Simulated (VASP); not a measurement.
Crystal: Cl.

```
Cl
1.0
     3.12524   -2.00725    0.00000
     3.12524    2.00725    0.00000
     0.00000    0.00000    8.14656
Cl
4
Direct
  0.87564 0.12436 0.60748
  0.12436 0.87564 0.39252
  0.62436 0.37564 0.10748
  0.37564 0.62436 0.89252
```

Base run:

* Program: VASP 6.6.1
* Functional: r2SCAN
* Potentials or basis: VASP PAW PBE potentials, release 64 (Cl)
* Cutoff: 520 eV
* k mesh: 8 × 8 × 4
* Occupations: gaussian, width 0.01 eV
* Spin: no spin polarisation

Its results: band gap on the k mesh 2.60 eV; pressure 0.3 GPa; largest force 0.234 eV/Å.

Q: The run is repeated on the same cell with these changes: functional from r2SCAN to LDA; potentials or basis from VASP PAW PBE potentials, release 64 (Cl) to VASP PAW LDA potentials, release 64 (Cl). What comes out?

A: Band gap on the k mesh 2.08 eV; pressure -2.0 GPa; largest force 0.053 eV/Å.

Caveats: the PAW data sets were made with another functional, which shifts forces and pressure a little (at least some runs).

A k mesh can miss the band edges.
